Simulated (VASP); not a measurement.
# CdO2 (P-3m1) in VASP: single point with PBEsol

Aim: the single point of CdO2 with PBEsol.

Everything below comes from runs of VASP 6.6.1. Logs are shortened: lines on timing, memory, paths and dates and some standing lists are left out, and cuts for length are marked.

## Step 1: The cell of the first run

Symmetry: P-3m1, No. 164, trigonal system. The conventional cell has a = 3.476 Å, b = 3.476 Å, c = 4.148 Å, α = 90.00°, β = 90.00°, γ = 120.00°. Within 3.0 Å of Cd (site symmetry -3m) lie 6 O at 2.25 Å. O (site symmetry 3m) has 3 Cd at 2.25 Å and 6 O at 2.85 to 2.92 Å within 3.0 Å.

## Step 2: Single point, PBEsol

Input file INCAR:

```
SYSTEM = CdO2
ALGO = Normal
EDIFF = 1E-6
ENCUT = 700
GGA = PS
GGA_COMPAT = .False.
ISIF = 2
ISMEAR = -1
LASPH = .True.
LCHARG = .False.
LREAL = .False.
LWAVE = .False.
NBANDS = 23
NELM = 120
PREC = Accurate
SIGMA = 0.1
```

Input file KPOINTS:

```
k-points
0
Gamma
  8 8 6
  0 0 0
```

Input file POSCAR:

```
CdO2
1.0
    3.4762300000      0.0000000000      0.0000000000
   -1.7381100000      3.0105000000      0.0000000000
    0.0000000000      0.0000000000      4.1480800000
Cd O
1 2
Direct
    0.0000000000      0.0000000000      0.0000000000
    0.6666666667      0.3333333333      0.7557800000
    0.3333333333      0.6666666667      0.2442200000
```

Potentials or basis: VASP PAW PBE potentials, release 64 (Cd_sv_GW, O).

The run is started by

```bash
$ cat potpaw_PBE.64/Cd_sv_GW/POTCAR potpaw_PBE.64/O/POTCAR > POTCAR
$ mpirun -np 1 vasp_std > vasp.out
```

OUTCAR:

```text
SYSTEM = CdO2
   EDIFF = 1E-6
   ENCUT = 700
   GGA = PS
   ISIF = 2
   ISMEAR = -1
   LASPH = .True.
   LREAL = .False.
   NELM = 120
   PREC = Accurate

 ion  position               nearest neighbor table
   1  0.000  0.000  0.000-   3 2.25   2 2.25   3 2.25   2 2.25   2 2.25   3 2.25
   2  0.667  0.333  0.756-   1 2.25   1 2.25   1 2.25
   3  0.333  0.667  0.244-   1 2.25   1 2.25   1 2.25

  LATTYP: Found a hexagonal cell.
 ALAT       =     3.4762300000
 C/A-ratio  =     1.1932697204

  Lattice vectors:

 A1 = (   3.4762300000,   0.0000000000,   0.0000000000)
 A2 = (  -1.7381100000,   3.0105000000,   0.0000000000)
 A3 = (   0.0000000000,   0.0000000000,   4.1480800000)

Analysis of symmetry for initial positions (statically):
=====================================================================
 Subroutine PRICEL returns:
 Original cell was already a primitive cell.

 Routine SETGRP: Setting up the symmetry group for a
 hexagonal supercell.

 Subroutine GETGRP returns: Found 12 space group operations
 (whereof 12 operations were pure point group operations)
 out of a pool of 24 trial point group operations.

The static configuration has the point symmetry D_3d.

Analysis of symmetry for dynamics (positions and initial velocities):
=====================================================================
 Subroutine PRICEL returns:
 Original cell was already a primitive cell.

 Routine SETGRP: Setting up the symmetry group for a
 hexagonal supercell.

 Subroutine GETGRP returns: Found 12 space group operations
 (whereof 12 operations were pure point group operations)
 out of a pool of 24 trial point group operations.

The dynamic configuration has the point symmetry D_3d.

 Subroutine INISYM returns: Found 12 space group operations
 (whereof 12 operations are pure point group operations),
 and found     1 'primitive' translations

----------------------------------------------------------------------------------------

                                     Primitive cell

  volume of cell :      43.4104

  direct lattice vectors                    reciprocal lattice vectors
     3.476230000  0.000000000  0.000000000     0.287667962  0.166084890  0.000000000
    -1.738110000  3.010500000  0.000000000     0.000000000  0.332170736  0.000000000
     0.000000000  0.000000000  4.148080000     0.000000000  0.000000000  0.241075389

  length of vectors
     3.476230000  3.476224478  4.148080000     0.332170208  0.332170736  0.241075389

  position of ions in fractional coordinates (direct lattice)
     0.000000000  0.000000000  0.000000000
     0.666666667  0.333333333  0.755780000
     0.333333333  0.666666667  0.244220000

  ion indices of the primitive-cell ions
   primitive index   ion index
                 1           1
                 2           2
                 3           3

----------------------------------------------------------------------------------------

 KPOINTS: k-points

Automatic generation of k-mesh.
 Grid dimensions read from file:
 generate k-points for:    8    8    6

 Generating k-lattice:

  Cartesian coordinates                     Fractional coordinates (reciprocal lattice)
     0.035958495  0.020760611  0.000000000     0.125000000  0.000000000  0.000000000
     0.000000000  0.041521342  0.000000000     0.000000000  0.125000000  0.000000000
     0.000000000  0.000000000  0.040179232     0.000000000  0.000000000  0.166666667

  Length of vectors
     0.041521276  0.041521342  0.040179232

  Shift w.r.t. Gamma in fractional coordinates (k-lattice)
     0.000000000  0.000000000  0.000000000

 Subroutine IBZKPT returns following result:
 ===========================================

 Found     50 irreducible k-points:

 Following reciprocal coordinates:
            Coordinates               Weight
  0.000000  0.000000  0.000000      1.000000
  0.125000  0.000000  0.000000      6.000000
  0.250000  0.000000  0.000000      6.000000
  0.375000  0.000000  0.000000      6.000000
  0.500000  0.000000  0.000000      3.000000
  0.125000  0.125000  0.000000      6.000000
[... 16 lines left out ...]
 -0.125000  0.500000  0.166667     12.000000
  0.250000  0.250000  0.166667     12.000000
 [... further k-points ...]
   k-points           NKPTS =     50   k-points in BZ     NKDIM =     50   number of bands    NBANDS=     23
   number of dos      NEDOS =    301   number of ions     NIONS =      3
   total plane-waves  NPLWV =  32400
   dimension x,y,z NGX =    30 NGY =   30 NGZ =   36
   dimension x,y,z NGXF=    60 NGYF=   60 NGZF=   72
   ions per type =               1   2
   NGX,Y,Z   is equivalent  to a cutoff of  14.35, 14.35, 14.43 a.u.
   NGXF,Y,Z  is equivalent  to a cutoff of  28.69, 28.69, 28.86 a.u.
 SYSTEM =  CdO2
   PREC   = accura    normal or accurate (medium, high low for compatibility)
   ISTART =      0    job   : 0-new  1-cont  2-samecut
   ICHARG =      2    charge: 1-file 2-atom 10-const
   ISPIN  =      1    spin polarized calculation?
   LNONCOLLINEAR =      F non collinear calculations
   LSORBIT =      F    spin-orbit coupling
   LASPH  =      T    aspherical Exc in radial PAW
   ENCUT  =  700.0 eV  51.45 Ry    7.17 a.u.   7.50  7.50  8.95*2*pi/ulx,y,z
   NELM   =    120;   NELMIN=  2; NELMDL= -5     # of ELM steps
   EDIFF  = 0.1E-05   stopping-criterion for ELM
   LREAL  =      F    real-space projection
   EDIFFG = 0.1E-04   stopping-criterion for IOM
   NSW    =      0    number of steps for IOM
   IBRION =     -1    ionic relax: 0-MD 1-quasi-New 2-CG
   NFREE  =      0    steps in history (QN), initial steepest desc. (CG)
   ISIF   =      2    stress and relaxation
   ISYM   =      2    0-nonsym 1-usesym 2-fastsym
   POTIM  = 0.5000    time-step for ionic-motion
   TEBEG  =    0.0;   TEEND  =   0.0 temperature during run
   PSTRESS=    0.0 pullay stress
   NELECT =      32.0000    total number of electrons
   NUPDOWN=      -1.0000    fix difference up-down
   EMIN   =  10.00;   EMAX   =-10.00  energy-range for DOS
   EFERMI =   0.00;   METHOD = LEGACY
   ISMEAR =    -1;   SIGMA  =   0.10  broadening in eV -4-tet -1-fermi 0-gaus
   EFERMI_NEDOS =   21; number of points for ismear=-14 and -15
   IALGO  =     38    algorithm
   IMIX   =      4    mixing-type and parameters
     AMIX     =   0.40;   BMIX     =  1.00
     AMIX_MAG =   1.60;   BMIX_MAG =  1.00
  volume/ion in A,a.u.               =      14.47        97.65
  Fermi-wavevector in a.u.,A,eV,Ry     =   1.478859  2.794638 29.756263  2.187024
  Thomas-Fermi vector in A             =   2.593088
   LORBIT       =      0    0 simple, 1 ext, 2 COOP (PROOUT), +10 PAW based schemes
   GGA     = PS    functional components
   LHFCALC =     F    Hartree Fock is set to
   AEXX    =    0.0000 exact exchange contribution
   IVDW    =     0    specifies the selected vdW correction
   LEPSILON=     F    determine dielectric tensor
   LRPA    =     F    only Hartree local field effects (RPA)
 non-spin polarized calculation
  energy-cutoff  :      700.00
  volume of cell :       43.41
 maximum number of plane-waves:      1847
 NGX is ok and might be reduce to    30
   NGX = 15   NGY = 15   NGZ = 17

 number of electron      31.9999996 magnetization

 Free energy of the ion-electron system (eV)
  ---------------------------------------------------
  ext. energy  EPLUGINS =         0.00000000
  ---------------------------------------------------
  free energy    TOTEN  =       -11.49038234 eV

  energy without entropy =      -11.33381052  energy(sigma->0) =      -11.41209643

 E-fermi :   1.0916     XC(G=0): -10.5453

 val. band max:        1.0893757982   @ k =   0.5000   0.0000   0.3333
 cond. band min:       1.0943560033   @ k =   0.0000   0.1250   0.3333
 fundamental gap:      0.0049802051
 Fermi energy:         1.0916047962

 k-point     1 :       0.0000    0.0000    0.0000
  band No.  band energies     occupation
      1     -99.3291      2.00000
      2     -60.4107      2.00000
      3     -60.3995      2.00000
      4     -60.3995      2.00000
      5     -15.9974      2.00000
      6     -14.5625      2.00000
[... 15 lines left out ...]
     22      15.6148      0.00000
     23      19.3266      0.00000

 k-point     2 :       0.1250    0.0000    0.0000
  band No.  band energies     occupation
      1     -99.3290      2.00000
      2     -60.4106      2.00000
      3     -60.4005      2.00000
      4     -60.3998      2.00000
      5     -15.9114      2.00000
      6     -14.6208      2.00000
[... 15 lines left out ...]
     22      15.5230      0.00000
     23      18.2318      0.00000

 k-point     3 :       0.2500    0.0000    0.0000
  band No.  band energies     occupation
      1     -99.3289      2.00000
      2     -60.4104      2.00000
      3     -60.4031      2.00000
      4     -60.4005      2.00000
      5     -15.6868      2.00000
      6     -14.7669      2.00000
[... 15 lines left out ...]
     22      15.3233      0.00000
     23      16.3425      0.00000

 k-point     4 :       0.3750    0.0000    0.0000
  band No.  band energies     occupation
      1     -99.3288      2.00000
      2     -60.4101      2.00000
      3     -60.4056      2.00000
      4     -60.4011      2.00000
      5     -15.4111      2.00000
      6     -14.9469      2.00000
[... 15 lines left out ...]
     22      14.9545      0.00000
     23      15.6629      0.00000

 k-point     5 :       0.5000    0.0000    0.0000
  band No.  band energies     occupation
      1     -99.3287      2.00000
      2     -60.4100      2.00000
      3     -60.4066      2.00000
      4     -60.4014      2.00000
      5     -15.2109      2.00000
      6     -15.1021      2.00000
[... 434 lines left out ...]
 k-point    22 :       0.3750    0.1250    0.1667
  band No.  band energies     occupation
      1     -99.3287      2.00000
      2     -60.4100      2.00000
      3     -60.4061      2.00000
      4     -60.4019      2.00000
      5     -15.2238      2.00000
      6     -15.0792      2.00000
[... 15 lines left out ...]
     22      15.7853      0.00000
     23      16.9488      0.00000

 k-point    23 :      -0.1250    0.5000    0.1667
  band No.  band energies     occupation
      1     -99.3287      2.00000
      2     -60.4100      2.00000
      3     -60.4061      2.00000
      4     -60.4019      2.00000
      5     -15.2736      2.00000
      6     -15.0250      2.00000
[... 15 lines left out ...]
     22      15.8845      0.00000
     23      16.9499      0.00000

 k-point    24 :       0.2500    0.2500    0.1667
  band No.  band energies     occupation
      1     -99.3287      2.00000
      2     -60.4100      2.00000
      3     -60.4053      2.00000
      4     -60.4027      2.00000
      5     -15.2806      2.00000
      6     -15.0188      2.00000
[... 15 lines left out ...]
     22      16.0006      0.00000
     23      17.0860      0.00000

 [... further k-points ...]

------------------------ aborting loop because EDIFF is reached ----------------------------------------

  FORCE on cell =-STRESS in cart. coord.  units (eV):
  Direction    XX          YY          ZZ          XY          YZ          ZX
  --------------------------------------------------------------------------------------
  -------------------------------------------------------------------------------------
  Total       -2.9936958     -2.9936889     -2.4134143     -0.0000050      0.0000000     -0.0000000
  in kB     -110.4902605   -110.4900043    -89.0734364     -0.0001835      0.0000000     -0.0000000
  external PRESSURE =    -103.3512337 kB  Pullay stress =       0.0000000 kB

 VOLUME and BASIS-vectors are now :
 -----------------------------------------------------------------------------
  energy-cutoff  :      700.00
  volume of cell :       43.41
      direct lattice vectors                 reciprocal lattice vectors
     3.476230000  0.000000000  0.000000000     0.287667962  0.166084890  0.000000000
    -1.738110000  3.010500000  0.000000000     0.000000000  0.332170736  0.000000000
     0.000000000  0.000000000  4.148080000     0.000000000  0.000000000  0.241075389

 POSITION                                       TOTAL-FORCE (eV/Angst)
 -----------------------------------------------------------------------------------
      0.00000      0.00000      0.00000        -0.000000      0.000000     -0.000000
      1.73812      1.00350      3.13504         0.000000     -0.000000      0.336971
      0.00000      2.00700      1.01304        -0.000000      0.000000     -0.336971
 -----------------------------------------------------------------------------------
    total drift:                               -0.000000      0.000000     -0.000000

  FREE ENERGIE OF THE ION-ELECTRON SYSTEM (eV)
  ---------------------------------------------------
  free  energy   TOTEN  =       -11.4903823411 eV

  energy  without entropy=      -11.3338105158  energy(sigma->0) =      -11.41209643
```

Run time: 64 s. Hardware: 1 thread of AMD EPYC 7R13 (Zen 3), shared host; peak memory 0.21 GiB.

What came out:

| Item | Value |
| --- | --- |
| Free energy | -11.4904 eV |
| Pressure | -10.3 GPa |
| Largest force | 0.337 eV/Å |
| Band gap on the k mesh | zero (bands 16 and 17 overlap by 0.74 eV) |

Forces in eV/Å, atoms in the order of the input:
```
Cd   0.000  0.000  0.000
O    0.000  0.000  0.337
O    0.000  0.000 -0.337
```

Caveat: the cell stands under tension; semilocal functionals underestimate gaps, and a narrow one can read as zero; the PAW data sets were made with another functional, which shifts forces and pressure a little.
